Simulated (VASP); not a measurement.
Wanted: the native input for a VASP 6.6.1 run.

```yaml
Task: single point
Functional: PBE
Potentials_or_basis: VASP PAW PBE potentials, release 64 (Mo_sv, S)
Cutoff: 520 eV
k_mesh: 9 × 9 × 4
Occupations: gaussian, width 0.02 eV
Spin: no spin polarisation
Dipole_correction: no
Further_INCAR_settings: ALGO = Normal; EDIFF = 1e-06; NBANDS = 20
```

The structure of MoS2 lies in POSCAR:

```
MoS2
1.0
    3.2274645616      0.0000000000      0.0000000000
   -1.6137322808      2.7950663001      0.0000000000
    0.0000000000      0.0000000000      6.3124734200
Mo S
1 2
Direct
    0.0000000000      0.0000000000      0.5000000000
    0.6666666667      0.3333333333      0.7446806800
    0.3333333333      0.6666666667      0.2553193200
```

These files were run (other wordings do the same):

INCAR

```
SYSTEM = MoS2
PREC     = Accurate       ! precision mode
ENCUT    = 520            ! plane-wave cutoff, eV
EDIFF    = 1E-6           ! SCF threshold, eV
ISMEAR   = 0              ! smearing method
SIGMA    = 0.02           ! smearing width, eV
LREAL    = .False.        ! projectors in reciprocal space
LASPH    = .True.         ! aspherical terms in the spheres
NELM     = 60             ! most SCF steps
ALGO     = Normal         ! electronic algorithm
ISIF     = 2              ! what is computed and relaxed
LWAVE    = .False.        ! write WAVECAR
LCHARG   = .False.        ! write CHGCAR
GGA      = PE             ! functional
NBANDS   = 20             ! bands
```

KPOINTS

```
regular mesh
0
Gamma
  9 9 4
  0 0 0
```

Potentials or basis: VASP PAW PBE potentials, release 64 (Mo_sv, S).

Run with:

```bash
$ cat potpaw_PBE.64/Mo_sv/POTCAR potpaw_PBE.64/S/POTCAR > POTCAR
$ mpirun -np 1 vasp_std > vasp.out
```

It gave:

```json
{"Pressure": "0.9 GPa", "Largest force": "0.289 eV/Å", "Band gap on the k mesh": "zero (band 13 reaches 7.55 eV, above the bottom of band 14 at 6.52 eV)"}
```

Caveat: this functional lacks dispersion, which binds the layers, so the pressure and a relaxed spacing across them are unreliable.

Run time: 18 s on 1 thread of Intel(R) Xeon(R) Platinum 8559C (Emerald Rapids) (shared host), peak memory 0.19 GiB.
